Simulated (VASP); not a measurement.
A run of VASP 6.6.1:

Contents of INCAR:

```
SYSTEM = Al9O
  PREC = Accurate
  ENCUT = 520
  EDIFF = 1E-6
  ISMEAR = 0
  SIGMA = 0.1
  LREAL = .False.
  LASPH = .True.
  NELM = 100
  ALGO = Fast
  ISIF = 2
  LWAVE = .False.
  LCHARG = .False.
  LDIPOL = .True.
  IDIPOL = 3
  DIPOL = 0.5 0.5 0.421
  GGA = PE
  IBRION = 2
  NSW = 36
  EDIFFG = -0.025
  KPAR = 4
```

Contents of KPOINTS:

```
regular mesh
0
Gamma
  9 9 1
  0 0 0
```

File POSCAR:

```
Al9O
1.0
    2.8535431553      0.0000000000      0.0000000000
   -1.4267715777      2.4712408633      0.0000000000
    0.0000000000      0.0000000000     34.2605581409
Al O
9 1
Selective dynamics
Direct
    0.3333333333      0.6666666667      0.1167523303  F F F
    0.0000000000      0.0000000000      0.1852090272  F F F
    0.6666666667      0.3333333333      0.2536657241  F F F
    0.0000000000      0.0000000000      0.3221224210  F F F
    0.3333333333      0.6666666667      0.3899858410  F F F
    0.0000000000      0.0000000000      0.4578168561  F F F
    0.6666666667      0.3333333333      0.5268325031  F F F
    0.0000000000      0.0000000000      0.5950901736  F F F
    0.3333333333      0.6666666667      0.6643370504  F F F
    0.5000000000      1.3333333333      0.6953937289  F F T
```

Potentials or basis: VASP PAW PBE potentials, release 64 (Al, O).

Run with:

```bash
$ cat potpaw_PBE.64/Al/POTCAR potpaw_PBE.64/O/POTCAR > POTCAR
$ mpirun -np 4 vasp_std > vasp.out
```

Hardware: 4 MPI ranks on Oxide Virtual Turin-like Processor (shared host).

Estimate the wall time of this run.

Wall time 7.4 min on 4 MPI ranks on Oxide Virtual Turin-like Processor, on a shared host, peak memory 0.49 GiB a rank. Counts: scf iterations 61, k points 41, ion steps 3.
